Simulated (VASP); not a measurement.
Set up this calculation in VASP 6.6.1, as the native input.

* Task: single point
* Functional: PBE
* Potentials or basis: VASP PAW PBE potentials, release 64 (V_sv)
* Cutoff: 520 eV
* k mesh: 10 × 10 × 10
* Occupations: gaussian, width 0.05 eV
* Spin: collinear spin, ferromagnetic start
* Starting moments: [0.05] μB
* Dipole correction: no
* Further INCAR settings: ALGO = Fast; EDIFF = 1e-06; NBANDS = 16

The structure of V lies in POSCAR:

```
V
1.0
   -1.5014198545      1.5014198545      1.5014198545
    1.5014198545     -1.5014198545      1.5014198545
    1.5014198545      1.5014198545     -1.5014198545
V
1
Direct
    0.0000000000      0.0000000000      0.0000000000
```

The input as run:

INCAR

```
PREC     = Accurate       # precision mode
ENCUT    = 520            # plane-wave cutoff, eV
EDIFF    = 1E-6           # SCF threshold, eV
ISMEAR   = 0              # smearing method
SIGMA    = 0.05           # smearing width, eV
LREAL    = False          # projectors in reciprocal space
LASPH    = True           # aspherical terms in the spheres
NELM     = 150            # most SCF steps
ALGO     = Fast           # electronic algorithm
ISIF     = 2              # what is computed and relaxed
LWAVE    = False          # write WAVECAR
LCHARG   = False          # write CHGCAR
ISPIN    = 2              # spin polarisation
MAGMOM   = 0.05           # initial moments
LORBIT   = 11             # projections on sites
LMAXMIX  = 4              # l up to which the mixer works
GGA      = PE             # functional
NBANDS   = 16             # bands
```

KPOINTS

```
Automatic mesh
0
Gamma
  10 10 10
```

Potentials or basis: VASP PAW PBE potentials, release 64 (V_sv).

Run with:

```console
$ cat potpaw_PBE.64/V_sv/POTCAR > POTCAR
$ mpirun -np 1 vasp_std > vasp.out
```

Results of the run:

```json
{
 "Pressure": "0.2 GPa",
 "Net moment": "0.00 μB per cell",
 "Valence electrons inside the program's atomic spheres": "V 11.63"
}
```

Run time: 9.5 s on 1 thread of AMD EPYC 9R45 96-Core Processor (Zen 5) (shared host), peak memory 0.1 GiB.
